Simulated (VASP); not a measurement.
**Be2C: single point with PBE**

The system is Be2C.

```
CELL_PARAMETERS angstrom
0.00000 2.19591 2.19591
2.19591 0.00000 2.19591
2.19591 2.19591 0.00000
ATOMIC_POSITIONS crystal
Be 0.75000 0.75000 0.75000
Be 0.25000 0.25000 0.25000
C 0.00000 0.00000 0.00000
```

This cell differs from its parent crystal: volume changed by +5%.

* Program: VASP 6.6.1
* Task: single point
* Functional: PBE
* Potentials or basis: VASP PAW PBE potentials, release 64 (Be, C)
* Cutoff: 600 eV
* k mesh: 6 × 6 × 6
* Occupations: gaussian, width 0.01 eV
* Spin: no spin polarisation
* Dipole correction: no
* Further INCAR settings: ALGO = Normal; EDIFF = 1e-06; NBANDS = 11

| Item | Value |
| --- | --- |
| Pressure | -7.9 GPa |
| Band gap on the k mesh | 1.14 eV, indirect (least direct gap 4.04 eV) |

Levels at points of the mesh, in eV from the valence-band top:
```
           k point  band 1  band 2  band 3  band 4  band 5  band 6  band 7  band 8
(0.00, 0.00, 0.00)  -14.73    0.00    0.00    0.00    4.04    4.04    4.04    6.28
(0.50, 0.00, 0.00)  -11.97   -8.46   -1.76   -1.76    4.92    4.92    6.55    9.55
(0.50, 0.50, 0.00)  -11.22   -6.62   -4.55   -4.55    1.14    5.43   12.79   12.79
```

Run time: 10 s on 1 thread of Intel Xeon 8259CL, with other jobs on the host, peak memory 0.15 GiB.

 A k mesh can miss the band edges.
